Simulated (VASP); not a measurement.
# Ga (P6_3/mmc) in VASP: a series of runs

Ga is run at these levels: PBE; tasks: relaxation of cell and atoms.

Program: VASP 6.6.1. These are calculated values, not measurements. Logs are shortened: lines on timing, memory, paths and dates and some standing lists are left out, and cuts for length are marked.

## Step 1: The cell of the first run

It takes space group P6_3/mmc (No. 194, hexagonal). Conventional cell: a = 2.768 Å, b = 2.768 Å, c = 4.571 Å, α = 90.00°, β = 90.00°, γ = 120.00°. Ga (site symmetry -6m2) has 12 Ga at 2.77 to 2.79 Å within 3.6 Å.

## Step 2: Relaxation of cell and atoms, PBE, target pressure 19 GPa, at which the enthalpy is minimised

The input, INCAR:

```
ALGO     = Normal         # electronic algorithm
EDIFF    = 1E-6           # SCF threshold, eV
EDIFFG   = -0.005         # ionic threshold
ENCUT    = 600            # plane-wave cutoff, eV
GGA      = PE             # functional
IBRION   = 2              # ionic algorithm
ISIF     = 3              # what is computed and relaxed
ISMEAR   = -1             # smearing method
LASPH    = T              # aspherical terms in the spheres
LCHARG   = F              # write CHGCAR
LREAL    = F              # projectors in reciprocal space
LWAVE    = F              # write WAVECAR
NELM     = 80             # most SCF steps
NSW      = 32             # ionic steps
PREC     = Accurate       # precision mode
PSTRESS  = 190.0        
SIGMA    = 0.08           # smearing width, eV
```

The input, KPOINTS:

```
k-points
0
Gamma
  16 16 9
```

The input, POSCAR:

```
Ga
1.0
    2.7682089241      0.0000000000      0.0000000000
   -1.3841044620      2.3973392512      0.0000000000
    0.0000000000      0.0000000000      4.5708922948
Ga
2
Direct
    0.3333333333      0.6666666667      0.2500000000
    0.6666666667      0.3333333333      0.7500000000
```

Potentials or basis: VASP PAW PBE potentials, release 64 (Ga_d).

Started as:

```bash
cat potpaw_PBE.64/Ga_d/POTCAR > POTCAR
mpirun -np 1 vasp_std > vasp.out
```

OUTCAR:

```text
EDIFF = 1E-6
   EDIFFG = -0.005
   ENCUT = 600
   GGA = PE
   IBRION = 2
   ISIF = 3
   ISMEAR = -1
   LASPH = T
   LREAL = F
   NELM = 80
   NSW = 32
   PREC = Accurate
   PSTRESS = 190.0

 ion  position               nearest neighbor table
   1  0.333  0.667  0.250-   2 2.79   2 2.79   2 2.79   2 2.79   2 2.79   2 2.79
   2  0.667  0.333  0.750-   1 2.79   1 2.79   1 2.79   1 2.79   1 2.79   1 2.79

  LATTYP: Found a hexagonal cell.
 ALAT       =     2.7682089241
 C/A-ratio  =     1.6512092910

  Lattice vectors:

 A1 = (   2.7682089241,   0.0000000000,   0.0000000000)
 A2 = (  -1.3841044620,   2.3973392512,   0.0000000000)
 A3 = (   0.0000000000,   0.0000000000,   4.5708922948)

Analysis of symmetry for initial positions (statically):
=====================================================================
 Subroutine PRICEL returns:
 Original cell was already a primitive cell.

 Routine SETGRP: Setting up the symmetry group for a
 hexagonal supercell.

 Subroutine GETGRP returns: Found 24 space group operations
 (whereof 12 operations were pure point group operations)
 out of a pool of 24 trial point group operations.

The static configuration has the point symmetry D_3d.
 The point group associated with its full space group is D_6h.

Analysis of symmetry for dynamics (positions and initial velocities):
=====================================================================
 Subroutine PRICEL returns:
 Original cell was already a primitive cell.

 Routine SETGRP: Setting up the symmetry group for a
 hexagonal supercell.

 Subroutine GETGRP returns: Found 24 space group operations
 (whereof 12 operations were pure point group operations)
 out of a pool of 24 trial point group operations.

The dynamic configuration has the point symmetry D_3d.
 The point group associated with its full space group is D_6h.

 Subroutine INISYM returns: Found 24 space group operations
 (whereof 12 operations are pure point group operations),
 and found     1 'primitive' translations

----------------------------------------------------------------------------------------

                                     Primitive cell

  volume of cell :      30.3340

  direct lattice vectors                    reciprocal lattice vectors
     2.768208924  0.000000000  0.000000000     0.361244410  0.208564557  0.000000000
    -1.384104462  2.397339251  0.000000000     0.000000000  0.417129115  0.000000000
     0.000000000  0.000000000  4.570892295     0.000000000  0.000000000  0.218775665

  length of vectors
     2.768208924  2.768208924  4.570892295     0.417129115  0.417129115  0.218775665

  position of ions in fractional coordinates (direct lattice)
     0.333333333  0.666666667  0.250000000
     0.666666667  0.333333333  0.750000000

  ion indices of the primitive-cell ions
   primitive index   ion index
                 1           1
                 2           2

----------------------------------------------------------------------------------------

 KPOINTS: k-points

Automatic generation of k-mesh.
 Grid dimensions read from file:
 generate k-points for:   16   16    9

 Generating k-lattice:

  Cartesian coordinates                     Fractional coordinates (reciprocal lattice)
     0.022577776  0.013035285  0.000000000     0.062500000  0.000000000  0.000000000
     0.000000000  0.026070570  0.000000000     0.000000000  0.062500000  0.000000000
     0.000000000  0.000000000  0.024308407     0.000000000  0.000000000  0.111111111

  Length of vectors
     0.026070570  0.026070570  0.024308407

  Shift w.r.t. Gamma in fractional coordinates (k-lattice)
     0.000000000  0.000000000  0.000000000

 Subroutine IBZKPT returns following result:
 ===========================================

 Found    150 irreducible k-points:

 Following reciprocal coordinates:
            Coordinates               Weight
  0.000000  0.000000  0.000000      1.000000
  0.062500  0.000000  0.000000      6.000000
  0.125000  0.000000  0.000000      6.000000
  0.187500  0.000000  0.000000      6.000000
  0.250000  0.000000  0.000000      6.000000
  0.312500  0.000000  0.000000      6.000000
[... 16 lines left out ...]
  0.187500  0.187500  0.000000      6.000000
  0.250000  0.187500  0.000000     12.000000
 [... further k-points ...]
   k-points           NKPTS =    150   k-points in BZ     NKDIM =    150   number of bands    NBANDS=     17
   number of dos      NEDOS =    301   number of ions     NIONS =      2
   total plane-waves  NPLWV =  23040
   dimension x,y,z NGX =    24 NGY =   24 NGZ =   40
   dimension x,y,z NGXF=    48 NGYF=   48 NGZF=   80
   ions per type =               2
   NGX,Y,Z   is equivalent  to a cutoff of  14.41, 14.41, 14.55 a.u.
   NGXF,Y,Z  is equivalent  to a cutoff of  28.83, 28.83, 29.10 a.u.
 SYSTEM =  unknown system
   PREC   = accura    normal or accurate (medium, high low for compatibility)
   ISTART =      0    job   : 0-new  1-cont  2-samecut
   ICHARG =      2    charge: 1-file 2-atom 10-const
   ISPIN  =      1    spin polarized calculation?
   LNONCOLLINEAR =      F non collinear calculations
   LSORBIT =      F    spin-orbit coupling
   LASPH  =      T    aspherical Exc in radial PAW
   ENCUT  =  600.0 eV  44.10 Ry    6.64 a.u.   5.53  5.53  9.13*2*pi/ulx,y,z
   NELM   =     80;   NELMIN=  2; NELMDL= -5     # of ELM steps
   EDIFF  = 0.1E-05   stopping-criterion for ELM
   LREAL  =      F    real-space projection
   EDIFFG = -.5E-02   stopping-criterion for IOM
   NSW    =     32    number of steps for IOM
   IBRION =      2    ionic relax: 0-MD 1-quasi-New 2-CG
   NFREE  =      1    steps in history (QN), initial steepest desc. (CG)
   ISIF   =      3    stress and relaxation
   ISYM   =      2    0-nonsym 1-usesym 2-fastsym
   POTIM  = 0.5000    time-step for ionic-motion
   TEBEG  =    0.0;   TEEND  =   0.0 temperature during run
   PSTRESS=  190.0 pullay stress
   NELECT =      26.0000    total number of electrons
   NUPDOWN=      -1.0000    fix difference up-down
   EMIN   =  10.00;   EMAX   =-10.00  energy-range for DOS
   EFERMI =   0.00;   METHOD = LEGACY
   ISMEAR =    -1;   SIGMA  =   0.08  broadening in eV -4-tet -1-fermi 0-gaus
   EFERMI_NEDOS =   21; number of points for ismear=-14 and -15
   IALGO  =     38    algorithm
   IMIX   =      4    mixing-type and parameters
     AMIX     =   0.40;   BMIX     =  1.00
     AMIX_MAG =   1.60;   BMIX_MAG =  1.00
  volume/ion in A,a.u.               =      15.17       102.35
  Fermi-wavevector in a.u.,A,eV,Ry     =   1.555092  2.938698 32.903132  2.418312
  Thomas-Fermi vector in A             =   2.659084
   LORBIT       =      0    0 simple, 1 ext, 2 COOP (PROOUT), +10 PAW based schemes
   GGA     = PE    functional components
   LHFCALC =     F    Hartree Fock is set to
   AEXX    =    0.0000 exact exchange contribution
   IVDW    =     0    specifies the selected vdW correction
   LEPSILON=     F    determine dielectric tensor
   LRPA    =     F    only Hartree local field effects (RPA)
 conjugate gradient relaxation of ions
 non-spin polarized calculation
  energy-cutoff  :      600.00
  volume of cell :       30.33
 maximum number of plane-waves:      1044
 NGX is ok and might be reduce to    24
   NGX = 11   NGY = 11   NGZ = 19

--------------------------------------- Ionic step        1  -------------------------------------------

 number of electron      25.9999996 magnetization

 Free energy of the ion-electron system (eV)
  ---------------------------------------------------
  ext. energy  EPLUGINS =         0.00000000
  ---------------------------------------------------
  free energy    TOTEN  =        -5.39751843 eV

  energy without entropy =       -5.38590078  energy(sigma->0) =       -5.39170961

------------------------ aborting loop because EDIFF is reached ----------------------------------------

  FORCE on cell =-STRESS in cart. coord.  units (eV):
  Direction    XX          YY          ZZ          XY          YZ          ZX
  --------------------------------------------------------------------------------------
  -------------------------------------------------------------------------------------
  Total        3.6288628      3.6288628      3.6257869      0.0000000      0.0000000      0.0000000
  in kB      191.6689558    191.6689558    191.5064972      0.0000000      0.0000000      0.0000000
  external PRESSURE =       1.6148029 kB  Pullay stress =     190.0000000 kB
[... 61 lines left out ...]
  enthalpy is  TOTEN    =        -1.8002608932 eV   P V=        3.6052288587

--------------------------------------- Ionic step        3  -------------------------------------------

 number of electron      25.9999996 magnetization

 Free energy of the ion-electron system (eV)
  ---------------------------------------------------
  ext. energy  EPLUGINS =         0.00000000
  ---------------------------------------------------
  free energy    TOTEN  =        -5.40215179 eV

  energy without entropy =       -5.39053436  energy(sigma->0) =       -5.39634308

 E-fermi :   7.8758     XC(G=0): -12.1483

 val. band max:        7.8332500046   @ k =   0.3750   0.2500   0.2222
 cond. band min:       7.8979502029   @ k =   0.2500   0.0000   0.2222
 fundamental gap:      0.0647001983
 Fermi energy:         7.8758030809

 k-point     1 :       0.0000    0.0000    0.0000
  band No.  band energies     occupation
      1      -7.5640      2.00000
      2      -7.3871      2.00000
      3      -7.3488      2.00000
      4      -7.3488      2.00000
      5      -7.3098      2.00000
      6      -7.3098      2.00000
[... 9 lines left out ...]
     16      21.7608      0.00000
     17      21.7608      0.00000
[... 443 lines left out ...]
      1      -7.4967      2.00000
      2      -7.4837      2.00000
      3      -7.4296      2.00000
      4      -7.3540      2.00000
      5      -7.2546      2.00000
      6      -7.2220      2.00000
[... 9 lines left out ...]
     16      14.2124      0.00000
     17      15.0558      0.00000

 [... further k-points ...]

------------------------ aborting loop because EDIFF is reached ----------------------------------------

  FORCE on cell =-STRESS in cart. coord.  units (eV):
  Direction    XX          YY          ZZ          XY          YZ          ZX
  --------------------------------------------------------------------------------------
  -------------------------------------------------------------------------------------
  Total        3.6045910      3.6045910      3.6023059      0.0000000     -0.0000000      0.0000000
  in kB      190.1430563    190.1430563    190.0225162      0.0000000     -0.0000000      0.0000000
  external PRESSURE =       0.1028763 kB  Pullay stress =     190.0000000 kB
[... 17 lines left out ...]
  FREE ENERGIE OF THE ION-ELECTRON SYSTEM (eV)
  ---------------------------------------------------
  free  energy   TOTEN  =        -5.4021517922 eV

  energy  without entropy=       -5.3905343615  energy(sigma->0) =       -5.39634308

  enthalpy is  TOTEN    =        -1.8002727649 eV   P V=        3.6018790273

 reached required accuracy - stopping structural energy minimisation
```

It took 82 s on 1 thread of Intel Xeon 6975P-C, shared host; peak memory 0.22 GiB.

Results:

- Free energy: -5.4022 eV
- Relaxed volume: 15.19 Å³/atom
- Relaxed cell: a = 2.769 Å, b = 2.769 Å, c = 4.573 Å, α = 90.00°, β = 90.00°, γ = 120.00°
- Space group after relaxing (to 0.05 Å): P6_3/mmc (No. 194)
- Energy change on relaxing (the enthalpy is what falls): -2.3 meV/atom
- Ionic steps: 3
- Pressure after relaxing: 19.0 GPa
- Band gap on the k mesh: zero (band 13 reaches 11.86 eV, above the bottom of band 14 at 4.51 eV)

The path:
```csv
step,energy change (eV),largest force (eV/Å),pressure (GPa),volume (Å³)
1,0.0000,0.0000,19.16,30.33
2,-0.0080,0.0000,18.83,30.40
3,-0.0046,0.0000,19.01,30.37
```

Final structure:
```
Ga
1.0
     2.76943    0.00000    0.00000
    -1.38472    2.39840    0.00000
     0.00000    0.00000    4.57271
Ga
2
Cartesian
  0.0000 1.5989 1.1432
  1.3847 0.7995 3.4295
```

Caveat: the cell is relaxed towards a set pressure, so the enthalpy falls and the energy may rise.

## Step 3: Relaxation of cell and atoms, PBE, target pressure 19 GPa, at which the enthalpy is minimised

This run uses another cell than the first one, of 15.32 Å³/atom, 1.010 times its volume.

The input, INCAR:

```
SYSTEM = Ga
PREC = Accurate ; ENCUT = 600
EDIFF = 1E-6 ; ISMEAR = -1
SIGMA = 0.08 ; LREAL = .FALSE.
LASPH = .TRUE. ; NELM = 80
ALGO = Normal ; ISIF = 3
LWAVE = .FALSE. ; LCHARG = .FALSE.
GGA = PE ; IBRION = 2
NSW = 60 ; EDIFFG = -0.005
PSTRESS = 190.0
```

The input, KPOINTS:

```
regular mesh
0
G
  16 16 9
  0 0 0
```

The input, POSCAR:

```
Ga
1.0
    2.7949289370      0.0000000000      0.0000000000
   -1.3974644685      2.4204794612      0.0000000000
    0.0000000000      0.0000000000      4.5277848779
Ga
2
Direct
    0.3333333333      0.6666666667      0.2500000000
    0.6666666667      0.3333333333      0.7500000000
```

Potentials or basis: VASP PAW PBE potentials, release 64 (Ga_d).

Started as:

```bash
cat potpaw_PBE.64/Ga_d/POTCAR > POTCAR
mpirun -np 1 vasp_std > vasp.out
```

Wall time 3.2 min (1 thread of Intel Xeon 6975P-C, shared host); peak memory 0.22 GiB.

The run converged. Its results:

- Free energy: -5.4021 eV
- Relaxed volume: 15.19 Å³/atom
- Relaxed cell: a = 2.770 Å, b = 2.770 Å, c = 4.572 Å, α = 90.00°, β = 90.00°, γ = 120.00°
- Space group after relaxing (to 0.05 Å): P6_3/mmc (No. 194)
- Energy change on relaxing (the enthalpy is what falls): +12.9 meV/atom
- Ionic steps: 8
- Pressure after relaxing: 19.0 GPa
- Band gap on the k mesh: zero (band 13 reaches 11.86 eV, above the bottom of band 14 at 4.51 eV)

Step by step:
| step | energy change (eV) | largest force (eV/Å) | pressure (GPa) | volume (Å³) |
| --- | --- | --- | --- | --- |
| 1 | 0.0000 | 0.0000 | 18.01 | 30.63 |
| 2 | 0.0456 | 0.0000 | 19.64 | 30.21 |
| 3 | 0.0459 | 0.0000 | 19.84 | 30.21 |
| 4 | 0.0212 | 0.0000 | 18.79 | 30.41 |
| 5 | 0.0304 | 0.0000 | 19.15 | 30.33 |
| 6 | 0.0251 | 0.0000 | 18.95 | 30.38 |
| 7 | 0.0261 | 0.0000 | 19.06 | 30.37 |
| 8 | 0.0257 | 0.0000 | 18.98 | 30.37 |

Final structure:
```cif
data_structure
_symmetry_space_group_name_H-M 'P 1'
_symmetry_Int_Tables_number 1
_cell_length_a 2.7696
_cell_length_b 2.7696
_cell_length_c 4.5721
_cell_angle_alpha 90.000
_cell_angle_beta 90.000
_cell_angle_gamma 120.000
_cell_volume 30.37
loop_
_atom_site_label
_atom_site_type_symbol
_atom_site_fract_x
_atom_site_fract_y
_atom_site_fract_z
_atom_site_occupancy
Ga1 Ga 0.33333 0.66667 0.25000 1
Ga2 Ga 0.66667 0.33333 0.75000 1
```

Levels at points of the mesh, in eV from the Fermi level:
```csv
k point,band 9,band 10,band 11,band 12,band 13,band 14,band 15,band 16,band 17
"(0.00, 0.00, 0.00)",-14.90,-14.90,-12.95,-5.37,-5.25,11.74,11.74,13.88,13.88
"(0.50, 0.00, 0.00)",-14.87,-14.84,-6.19,-5.85,0.58,0.87,1.18,3.17,5.71
```

Caveat: the cell is relaxed towards a set pressure, so the enthalpy falls and the energy may rise.
